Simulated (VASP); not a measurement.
Ca, 1 atom in the cell. Symmetry: Fm-3m, No. 225, cubic system. The conventional cell has a = 5.390 Å, b = 5.390 Å, c = 5.390 Å, α = 90.00°, β = 90.00°, γ = 90.00°. Ca (site symmetry m-3m) has 12 Ca at 3.81 Å within 5.0 Å.  This cell differs from its parent crystal: volume scaled by 0.92.

- Program: VASP 6.6.1
- Task: single point
- Functional: BLYP
- Potentials or basis: VASP PAW PBE potentials, release 64 (Ca_sv)
- Cutoff: 520 eV
- k mesh: 16 × 16 × 16
- Occupations: fermi-dirac, width 0.1 eV
- Spin: no spin polarisation
- Dipole correction: no
- Further INCAR settings: ALGO = Normal; EDIFF = 1e-07; NBANDS = 11

Potentials or basis: VASP PAW PBE potentials, release 64 (Ca_sv).

Launch:

```sh
$ cat potpaw_PBE.64/Ca_sv/POTCAR > POTCAR
$ mpirun -np 1 vasp_std > vasp.out
```

Hardware: 1 thread of Intel Xeon 6975P-C, on a shared host.

Problem. How long does it take, and how much memory?

Solution. It took 48 s on 1 thread of Intel Xeon 6975P-C, with other jobs on the host, peak memory 0.2 GiB. Counts: scf iterations 12, k points 145.
